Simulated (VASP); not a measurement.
Mg: single point with PBEsol

The system is Mg.

```
CELL_PARAMETERS angstrom
-2.63475 2.63475 3.71261
2.63475 -2.63475 3.71261
2.63475 2.63475 -3.71261
ATOMIC_POSITIONS crystal
Mg 0.50000 0.50000 0.00000
Mg 0.25000 0.75000 0.50000
Mg 0.75000 0.25000 0.50000
```

```yaml
Program: VASP 6.6.1
Task: single point
Functional: PBEsol
Potentials_or_basis: VASP PAW PBE potentials, release 64 (Mg)
Cutoff: 520 eV
k_mesh: 6 × 6 × 6
Occupations: fermi-dirac, width 0.1 eV
Spin: no spin polarisation
Dipole_correction: no
Further_INCAR_settings: ALGO = Normal; EDIFF = 1e-06; NBANDS = 10
```

```yaml
Pressure: -3.7 GPa
Band_gap_on_the_k_mesh: zero (band 3 reaches 2.63 eV, above the bottom of band 4 at -0.22 eV)
```

Levels at points of the mesh, in eV from the Fermi level:
| k point | band 1 | band 2 | band 3 | band 4 | band 5 | band 6 | band 7 | band 8 |
| --- | --- | --- | --- | --- | --- | --- | --- | --- |
| (0.00, 0.00, 0.00) | -5.34 | 2.02 | 2.04 | 2.04 | 2.36 | 2.36 | 2.37 | 2.80 |
| (0.50, 0.00, 0.00) | -3.69 | -2.96 | 1.21 | 1.23 | 1.78 | 2.25 | 2.27 | 3.70 |
| (0.50, 0.50, 0.00) | -2.86 | -2.67 | -0.27 | -0.19 | -0.18 | 1.41 | 6.59 | 6.65 |
| (0.50, 0.50, 0.50) | -2.84 | -2.66 | -0.29 | -0.20 | -0.20 | 1.40 | 6.61 | 6.61 |

It took 36 s on 1 thread of AMD EPYC 7R43 64-Core Processor (Zen 3), on a shared host, peak memory 0.2 GiB.

Caveat: the PAW data sets were made with another functional, which shifts forces and pressure a little.
